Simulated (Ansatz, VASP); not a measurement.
## Pt: VASP beside Ansatz

```
Pt
1.0
    -1.70414    1.70414    1.36818
     1.70414   -1.70414    1.36818
     1.70414    1.70414   -1.36818
Pt
1
Direct
  0.50000 0.50000 0.00000
```

Alike in both runs: functional PBE; k mesh 8 × 8 × 8; occupations gaussian, width 0.1 eV; no spin polarisation.

Ansatz relaxed the structure, and its values are those at the end. VASP's run is a single point on that final structure, the one shown.

|  | VASP | Ansatz |
| --- | --- | --- |
| version | VASP 6.6.1 | Ansatz 0.2.0 |
| potentials or method | VASP PAW PBE potentials, release 64 (Pt), cutoff 520 eV | scalar-relativistic, plane waves, PAW |
| valence electrons in the cell | 10 | 18 |

Ansatz gave:

| Property | Result |
| --- | --- |
| gap on the k mesh at the Fermi level (eV) | none |
| pressure (GPa) | 0.0 |

Question: Which values does VASP return?

Answer: gap on the k mesh at the Fermi level (eV): none; pressure (GPa): -0.5.

A gap of «none» marks a metal or a gap that the smearing closes. VASP's potentials hold 10 valence electrons a cell and Ansatz's 18, so a difference there can come from the potentials and not from the codes.

The k mesh is coarse, so the values compare programs but aren't converged. Neither program's run includes spin-orbit coupling.
